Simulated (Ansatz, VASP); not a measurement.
# Two plane-wave programs on ScAl3N4

The input INCAR:

```
PREC = Accurate
ENCUT = 520
EDIFF = 1E-7
ISMEAR = 0
SIGMA = 0.1
LREAL = False
LASPH = True
NELM = 80
ALGO = Normal
ISIF = 2
LWAVE = False
LCHARG = False
GGA = CA
NBANDS = 30
```

KPOINTS

```
Automatic mesh
0
Gamma
  6 6 6
```

POSCAR

```
ScAl3N4
1.0
   -3.2215000000      0.0000000000      0.0000000000
    0.0000000000      5.5798016766      0.0000000000
    1.6107500000     -2.7899008383     -5.0615000000
Sc Al N
1 3 4
Direct
    0.0000000000      0.3333333300      0.0000000000
    0.5000000000      0.8333333300      0.0000000000
    0.7500000000      0.4166666700      0.5000000000
    0.2500000000      0.9166666700      0.5000000000
    0.8090000000      0.1423333300      0.6180000000
    0.3090000000      0.6423333300      0.6180000000
    0.5590000000      0.2256666700      0.1180000000
    0.0590000000      0.7256666700      0.1180000000
```

Input for Ansatz:

```yaml
crystal:
  lattice:
    - [-3.2215, 0.0, 0.0]
    - [0.0, 5.5798016766, 0.0]
    - [1.61075, -2.7899008383, -5.0615]
  atoms:
    - { symbol: Sc, position: [0.0, 0.33333333, 0.0] }
    - { symbol: Al, position: [0.5, 0.83333333, 0.0] }
    - { symbol: Al, position: [0.75, 0.41666667, 0.5] }
    - { symbol: Al, position: [0.25, 0.91666667, 0.5] }
    - { symbol: "N", position: [0.809, 0.14233333, 0.618] }
    - { symbol: "N", position: [0.309, 0.64233333, 0.618] }
    - { symbol: "N", position: [0.559, 0.22566667, 0.118] }
    - { symbol: "N", position: [0.059, 0.72566667, 0.118] }
basis:
  ecutwfc: 420
kpoints:
  mp_grid: { grid: [6, 6, 6] }
hamiltonian:
  xc: lda
  pseudopotentials: { kind: paw, azcp: { folder: soft_1 } }
scf:
  occupations: { method: gaussian, width: 0.1 }
output:
  forces: true
  stress: true
  eigenvalues: true
```

Alike in both runs: task single point; functional LDA; k mesh 6 × 6 × 6; occupations gaussian, width 0.1 eV; no spin polarisation.

|  | VASP | Ansatz |
| --- | --- | --- |
| version | VASP 6.6.1 | Ansatz 0.2.0 |
| potentials or method | VASP PAW LDA potentials, release 64 (Sc_sv, Al, N), cutoff 520 eV | scalar-relativistic, plane waves, PAW |
| valence electrons in the cell | 40 | 40 |

Ansatz gave:

- gap on the k mesh at the Fermi level (eV): 3.72
- least direct gap on the mesh (eV): 3.98
- pressure (GPa): -2.8
- traceless stress, the component that is largest in VASP (GPa): 2.13
- rms of the force components (eV/Å): 1.070

Problem. Estimate VASP's values.

Solution. gap on the k mesh at the Fermi level (eV): 3.73; least direct gap on the mesh (eV): 3.99; pressure (GPa): -1.9; traceless stress, the component that is largest in VASP (GPa): 2.19; rms of the force components (eV/Å): 1.107.

Ansatz warns that its potentials were made for another functional, while VASP's fit it. LDA's correlation is that of Perdew and Zunger in VASP and of Perdew and Wang (1992) in Ansatz. Atom by atom the forces differ by 0.037 eV/Å (rms over components).
